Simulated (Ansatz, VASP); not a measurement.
## LiCl in VASP and in Ansatz

```xyz
2
Lattice="0.0000 2.3596 2.5648 2.3596 0.0000 2.5648 2.3596 2.3596 0.0000" Properties=species:S:1:pos:R:3 pbc="T T T"
Li    0.0000    0.0000    0.0000
Cl    2.3596    2.3596    2.5648
```

Change from the starting cell: strain -0.080 along x and y, +0.000 along z, atoms carried along.

Alike in both runs: task single point; functional PBE; k mesh 8 × 8 × 8; occupations gaussian, width 0.05 eV; no spin polarisation.

```csv
,VASP,Ansatz
version,VASP 6.6.1,Ansatz 0.2.0
potentials or method,"VASP PAW PBE potentials, release 64 (Li_sv, Cl), cutoff 520 eV","scalar-relativistic, plane waves, PAW"
valence electrons in the cell,10,10
```

```csv
,VASP,Ansatz,Ansatz less VASP
gap on the k mesh at the Fermi level (eV),6.74,6.72,-0.025
least direct gap on the mesh (eV),7.04,7.01,-0.024
```

Noted on VASP's run: the cutoff is under 1.25 times that of the potentials, so the pressure is a little rough.
